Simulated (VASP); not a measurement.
# SnSe in VASP: notebook

Runs on SnSe. Level: LDA. Tasks: single point.

Program: VASP 6.6.1. These are calculated values, not measurements. Logs are shortened: lines on timing, memory, paths and dates and some standing lists are left out, and cuts for length are marked.

## 1. The cell of the first run

The cell holds a slab with vacuum, 4 atoms: a = 4.190 Å, b = 4.190 Å, c = 10.980 Å, α = 90.00°, β = 90.00°, γ = 90.00°.

## 2. Single point, LDA (atom 1 (Sn) moved -0.150 Å towards its neighbour atom 3 (Se) at 2.675 Å)

Input file INCAR:

```
PREC = Accurate ; ENCUT = 500
EDIFF = 1E-6 ; ISMEAR = 0
SIGMA = 0.05 ; LREAL = F
LASPH = T ; NELM = 120
ALGO = Normal ; ISIF = 2
LWAVE = F ; LCHARG = F
NBANDS = 28 ; GGA_COMPAT = F
```

Input file KPOINTS:

```
regular mesh
0
Gamma
  6 6 4
```

Input file POSCAR:

```
SnSe
1.0
    4.1898989379      0.0000000000      0.0000000000
    0.0000000000      4.1898989379      0.0000000000
    0.0000000000      0.0000000000     10.9796229414
Sn Se
2 2
Direct
    0.5000000000      0.0000000000      0.3645016625
    0.0000000000      0.5000000000      0.6218366662
    0.5000000000      0.0000000000      0.6217782129
    0.0000000000      0.5000000000      0.3782217871
```

Potentials or basis: VASP PAW LDA potentials, release 64 (Sn_d, Se).

Command:

```sh
$ cat potpaw_LDA.64/Sn_d/POTCAR potpaw_LDA.64/Se/POTCAR > POTCAR
$ mpirun -np 1 vasp_std > vasp.out
```

OUTCAR:

```text
PREC = Accurate
   ENCUT = 500
   EDIFF = 1E-6
   ISMEAR = 0
   LREAL = F
   LASPH = T
   NELM = 120
   ISIF = 2

 ion  position               nearest neighbor table
   1  0.500  0.000  0.365-   3 2.82   4 2.97   4 2.97   4 2.97   4 2.97
   2  0.000  0.500  0.622-   4 2.67   3 2.96   3 2.96   3 2.96   3 2.96
   3  0.500  0.000  0.622-   1 2.82   2 2.96   2 2.96   2 2.96   2 2.96
   4  0.000  0.500  0.378-   2 2.67   1 2.97   1 2.97   1 2.97   1 2.97

  LATTYP: Found a simple tetragonal cell.
 ALAT       =     4.1898989379
 C/A-ratio  =     2.6204982755

  Lattice vectors:

 A1 = (   4.1898989379,   0.0000000000,   0.0000000000)
 A2 = (   0.0000000000,   4.1898989379,   0.0000000000)
 A3 = (   0.0000000000,   0.0000000000,  10.9796229414)

Analysis of symmetry for initial positions (statically):
=====================================================================
 Subroutine PRICEL returns:
 Original cell was already a primitive cell.

 Routine SETGRP: Setting up the symmetry group for a
 simple tetragonal supercell.

 Subroutine GETGRP returns: Found  8 space group operations
 (whereof  4 operations were pure point group operations)
 out of a pool of 16 trial point group operations.

The static configuration has the point symmetry C_2v.
 The point group associated with its full space group is C_4v.

Analysis of symmetry for dynamics (positions and initial velocities):
=====================================================================
 Subroutine PRICEL returns:
 Original cell was already a primitive cell.

 Routine SETGRP: Setting up the symmetry group for a
 simple tetragonal supercell.

 Subroutine GETGRP returns: Found  8 space group operations
 (whereof  4 operations were pure point group operations)
 out of a pool of 16 trial point group operations.

The dynamic configuration has the point symmetry C_2v.
 The point group associated with its full space group is C_4v.

 Subroutine INISYM returns: Found  8 space group operations
 (whereof  4 operations are pure point group operations),
 and found     1 'primitive' translations

----------------------------------------------------------------------------------------

                                     Primitive cell

  volume of cell :     192.7501

  direct lattice vectors                    reciprocal lattice vectors
     4.189898938  0.000000000  0.000000000     0.238669241  0.000000000  0.000000000
     0.000000000  4.189898938  0.000000000     0.000000000  0.238669241  0.000000000
     0.000000000  0.000000000 10.979622941     0.000000000  0.000000000  0.091077809

  length of vectors
     4.189898938  4.189898938 10.979622941     0.238669241  0.238669241  0.091077809

  position of ions in fractional coordinates (direct lattice)
     0.500000000  0.000000000  0.364501662
     0.000000000  0.500000000  0.621836666
     0.500000000  0.000000000  0.621778213
     0.000000000  0.500000000  0.378221787

  ion indices of the primitive-cell ions
   primitive index   ion index
                 1           1
                 2           2
                 3           3
                 4           4

----------------------------------------------------------------------------------------

 KPOINTS: regular mesh

Automatic generation of k-mesh.
 Grid dimensions read from file:
 generate k-points for:    6    6    4

 Generating k-lattice:

  Cartesian coordinates                     Fractional coordinates (reciprocal lattice)
     0.039778207  0.000000000  0.000000000     0.166666667  0.000000000  0.000000000
     0.000000000  0.039778207  0.000000000     0.000000000  0.166666667  0.000000000
     0.000000000  0.000000000  0.022769452     0.000000000  0.000000000  0.250000000

  Length of vectors
     0.039778207  0.039778207  0.022769452

  Shift w.r.t. Gamma in fractional coordinates (k-lattice)
     0.000000000  0.000000000  0.000000000

 Subroutine IBZKPT returns following result:
 ===========================================

 Found     30 irreducible k-points:

 Following reciprocal coordinates:
            Coordinates               Weight
  0.000000  0.000000  0.000000      1.000000
  0.166667  0.000000  0.000000      4.000000
  0.333333  0.000000  0.000000      4.000000
  0.500000  0.000000  0.000000      2.000000
  0.166667  0.166667  0.000000      4.000000
  0.333333  0.166667  0.000000      8.000000
[... 16 lines left out ...]
  0.333333  0.000000  0.500000      4.000000
  0.500000  0.000000  0.500000      2.000000
 [... further k-points ...]
   k-points           NKPTS =     30   k-points in BZ     NKDIM =     30   number of bands    NBANDS=     28
   number of dos      NEDOS =    301   number of ions     NIONS =      4
   total plane-waves  NPLWV =  81920
   dimension x,y,z NGX =    32 NGY =   32 NGZ =   80
   dimension x,y,z NGXF=    64 NGYF=   64 NGZF=  160
   ions per type =               2   2
   NGX,Y,Z   is equivalent  to a cutoff of  12.70, 12.70, 12.11 a.u.
   NGXF,Y,Z  is equivalent  to a cutoff of  25.39, 25.39, 24.23 a.u.
 SYSTEM =  unknown system
   PREC   = accura    normal or accurate (medium, high low for compatibility)
   ISTART =      0    job   : 0-new  1-cont  2-samecut
   ICHARG =      2    charge: 1-file 2-atom 10-const
   ISPIN  =      1    spin polarized calculation?
   LNONCOLLINEAR =      F non collinear calculations
   LSORBIT =      F    spin-orbit coupling
   LASPH  =      T    aspherical Exc in radial PAW
   ENCUT  =  500.0 eV  36.75 Ry    6.06 a.u.   7.64  7.64 20.02*2*pi/ulx,y,z
   NELM   =    120;   NELMIN=  2; NELMDL= -5     # of ELM steps
   EDIFF  = 0.1E-05   stopping-criterion for ELM
   LREAL  =      F    real-space projection
   EDIFFG = 0.1E-04   stopping-criterion for IOM
   NSW    =      0    number of steps for IOM
   IBRION =     -1    ionic relax: 0-MD 1-quasi-New 2-CG
   NFREE  =      0    steps in history (QN), initial steepest desc. (CG)
   ISIF   =      2    stress and relaxation
   ISYM   =      2    0-nonsym 1-usesym 2-fastsym
   POTIM  = 0.5000    time-step for ionic-motion
   TEBEG  =    0.0;   TEEND  =   0.0 temperature during run
   PSTRESS=    0.0 pullay stress
   NELECT =      40.0000    total number of electrons
   NUPDOWN=      -1.0000    fix difference up-down
   EMIN   =  10.00;   EMAX   =-10.00  energy-range for DOS
   EFERMI =   0.00;   METHOD = LEGACY
   ISMEAR =     0;   SIGMA  =   0.05  broadening in eV -4-tet -1-fermi 0-gaus
   EFERMI_NEDOS =   21; number of points for ismear=-14 and -15
   IALGO  =     38    algorithm
   IMIX   =      4    mixing-type and parameters
     AMIX     =   0.40;   BMIX     =  1.00
     AMIX_MAG =   1.60;   BMIX_MAG =  1.00
  volume/ion in A,a.u.               =      48.19       325.19
  Fermi-wavevector in a.u.,A,eV,Ry     =   0.969237  1.831592 12.781590  0.939420
  Thomas-Fermi vector in A             =   2.099273
   LORBIT       =      0    0 simple, 1 ext, 2 COOP (PROOUT), +10 PAW based schemes
   GGA     = CA    functional components
   LHFCALC =     F    Hartree Fock is set to
   AEXX    =    0.0000 exact exchange contribution
   IVDW    =     0    specifies the selected vdW correction
   LEPSILON=     F    determine dielectric tensor
   LRPA    =     F    only Hartree local field effects (RPA)
 non-spin polarized calculation
 Gauss-broadening in eV      SIGMA  =   0.05
  energy-cutoff  :      500.00
  volume of cell :      192.75
 maximum number of plane-waves:      4921
 NGX is ok and might be reduce to    32
   NGX = 15   NGY = 15   NGZ = 41

 number of electron      39.9999990 magnetization

 Free energy of the ion-electron system (eV)
  ---------------------------------------------------
  ext. energy  EPLUGINS =         0.00000000
  ---------------------------------------------------
  free energy    TOTEN  =       -18.43712300 eV

  energy without entropy =      -18.43712300  energy(sigma->0) =      -18.43712300

 E-fermi :   1.2244     XC(G=0):  -6.3973

 val. band max:        0.9466745369   @ k =   0.5000   0.0000   0.0000
 cond. band min:       2.0836165615   @ k =   0.0000   0.0000   0.5000
 fundamental gap:      1.1369420245
 Fermi energy:         1.2243642191

 k-point     1 :       0.0000    0.0000    0.0000
  band No.  band energies     occupation
      1     -20.3576      2.00000
      2     -20.3548      2.00000
      3     -20.3491      2.00000
      4     -20.3298      2.00000
      5     -20.3298      2.00000
      6     -20.1418      2.00000
[... 20 lines left out ...]
     27       6.3435      0.00000
     28       6.6899      0.00000

 k-point     2 :       0.1667    0.0000    0.0000
  band No.  band energies     occupation
      1     -20.3560      2.00000
      2     -20.3517      2.00000
      3     -20.3507      2.00000
      4     -20.3310      2.00000
      5     -20.3297      2.00000
      6     -20.1398      2.00000
[... 20 lines left out ...]
     27       5.8866      0.00000
     28       6.2262      0.00000

 k-point     3 :       0.3333    0.0000    0.0000
  band No.  band energies     occupation
      1     -20.3566      2.00000
      2     -20.3540      2.00000
      3     -20.3410      2.00000
      4     -20.3335      2.00000
      5     -20.3294      2.00000
      6     -20.1366      2.00000
[... 20 lines left out ...]
     27       5.5999      0.00000
     28       7.2431      0.00000

 k-point     4 :       0.5000    0.0000    0.0000
  band No.  band energies     occupation
      1     -20.3591      2.00000
      2     -20.3532      2.00000
      3     -20.3360      2.00000
      4     -20.3348      2.00000
      5     -20.3293      2.00000
      6     -20.1354      2.00000
[... 578 lines left out ...]
     27       5.7882      0.00000
     28       6.2350      0.00000

 k-point    23 :       0.3333    0.0000    0.5000
  band No.  band energies     occupation
      1     -20.3567      2.00000
      2     -20.3540      2.00000
      3     -20.3410      2.00000
      4     -20.3335      2.00000
      5     -20.3294      2.00000
      6     -20.1366      2.00000
[... 20 lines left out ...]
     27       6.2580      0.00000
     28       6.9038      0.00000

 k-point    24 :       0.5000    0.0000    0.5000
  band No.  band energies     occupation
      1     -20.3591      2.00000
      2     -20.3532      2.00000
      3     -20.3360      2.00000
      4     -20.3348      2.00000
      5     -20.3293      2.00000
      6     -20.1354      2.00000
[... 20 lines left out ...]
     27       6.9509      0.00000
     28       7.1051      0.00000

 [... further k-points ...]
[... 5 lines left out ...]
  --------------------------------------------------------------------------------------
  -------------------------------------------------------------------------------------
  Total       -0.3635423     -0.3635423     -1.5526896      0.0000000      0.0000000      0.0000000
  in kB       -3.0218370     -3.0218370    -12.9062687      0.0000000      0.0000000      0.0000000
  external PRESSURE =      -6.3166476 kB  Pullay stress =       0.0000000 kB

 VOLUME and BASIS-vectors are now :
 -----------------------------------------------------------------------------
  energy-cutoff  :      500.00
  volume of cell :      192.75
      direct lattice vectors                 reciprocal lattice vectors
     4.189898938  0.000000000  0.000000000     0.238669241  0.000000000  0.000000000
     0.000000000  4.189898938  0.000000000     0.000000000  0.238669241  0.000000000
     0.000000000  0.000000000 10.979622941     0.000000000  0.000000000  0.091077809

 POSITION                                       TOTAL-FORCE (eV/Angst)
 -----------------------------------------------------------------------------------
      2.09495      0.00000      4.00209         0.000000      0.000000      0.699720
      0.00000      2.09495      6.82753         0.000000      0.000000      0.057936
      2.09495      0.00000      6.82689         0.000000      0.000000     -0.589481
      0.00000      2.09495      4.15273         0.000000      0.000000     -0.168175
 -----------------------------------------------------------------------------------
    total drift:                                0.000000      0.000000      0.000265

  FREE ENERGIE OF THE ION-ELECTRON SYSTEM (eV)
  ---------------------------------------------------
  free  energy   TOTEN  =       -18.4371229974 eV

  energy  without entropy=      -18.4371229974  energy(sigma->0) =      -18.43712300
```

Run time: 68 s. Hardware: 1 thread of Intel Xeon 6975P-C (Granite Rapids), shared host; peak memory 0.29 GiB.

What came out:

```yaml
Free_energy: -18.4371 eV
Largest_force: 0.700 eV/Å
Band_gap_on_the_k_mesh: 1.14 eV, indirect (least direct gap 1.28 eV)
```

Forces on the atoms (eV/Å):
```
Sn   0.000  0.000  0.700
Sn   0.000  0.000  0.058
Se   0.000  0.000 -0.589
Se   0.000  0.000 -0.168
```

Caveat: the cell differs from its parent crystal (atom 1 (Sn) moved -0.150 Å towards its neighbour atom 3 (Se) at 2.675 Å); spin-orbit coupling is left out, which moves the levels of the heavy elements.

## 3. Single point, LDA (atom 1 (Sn) moved +0.100 Å towards its neighbour atom 3 (Se) at 2.675 Å)

Input file INCAR:

```
  PREC = Accurate
  ENCUT = 500
  EDIFF = 1E-6
  ISMEAR = 0
  SIGMA = 0.05
  LREAL = F
  LASPH = T
  NELM = 120
  ALGO = Normal
  ISIF = 2
  LWAVE = F
  LCHARG = F
  GGA = CA
  NBANDS = 28
  GGA_COMPAT = F
```

Input file KPOINTS:

```
Automatic mesh
0
Gamma
  6 6 4
```

Edit POSCAR of step 2 so:

```diff
@@ -8,3 +8,3 @@
 Direct
-    0.5000000000      0.0000000000      0.3645016625
+    0.5000000000      0.0000000000      0.3872711147
     0.0000000000      0.5000000000      0.6218366662
```

Potentials or basis: VASP PAW LDA potentials, release 64 (Sn_d, Se).

Command:

```sh
$ cat potpaw_LDA.64/Sn_d/POTCAR potpaw_LDA.64/Se/POTCAR > POTCAR
$ mpirun -np 1 vasp_std > vasp.out
```

Run time: 66 s. Hardware: 1 thread of Intel Xeon 6975P-C (Granite Rapids), shared host; peak memory 0.3 GiB.

The run converged. Its results:

| Property | Result |
| --- | --- |
| Free energy | -18.4542 eV |
| Largest force | 0.796 eV/Å |
| Band gap on the k mesh | 1.40 eV, indirect (least direct gap 1.40 eV) |

Forces on the atoms (eV/Å):
```
Sn   0.000  0.000 -0.796
Sn   0.000  0.000  0.007
Se   0.000  0.000  0.703
Se   0.000  0.000  0.086
```

Levels at points of the mesh, in eV from the valence-band top:
```
           k point  band 16  band 17  band 18  band 19  band 20  band 21  band 22  band 23  band 24  band 25
(0.00, 0.00, 0.00)    -3.41    -3.41    -2.04    -2.04    -0.68     1.70     3.43     3.78     4.62     4.62
(0.50, 0.00, 0.00)    -2.57    -1.87    -1.68    -0.30    -0.06     1.43     1.51     1.83     1.98     2.77
(0.50, 0.50, 0.00)    -5.33    -3.68    -3.68    -1.91    -1.89     3.49     3.88     4.34     4.34     5.41
(0.00, 0.00, 0.50)    -3.41    -3.41    -2.04    -2.04    -0.68     1.55     3.43     4.62     4.62     4.86
(0.50, 0.00, 0.50)    -2.57    -1.87    -1.68    -0.30    -0.06     1.43     1.51     1.83     1.98     2.71
(0.50, 0.50, 0.50)    -5.33    -3.68    -3.68    -1.91    -1.89     3.46     3.85     4.37     4.37     5.38
```

Caveat: the cell differs from its parent crystal (atom 1 (Sn) moved +0.100 Å towards its neighbour atom 3 (Se) at 2.675 Å); spin-orbit coupling is left out, which moves the levels of the heavy elements.
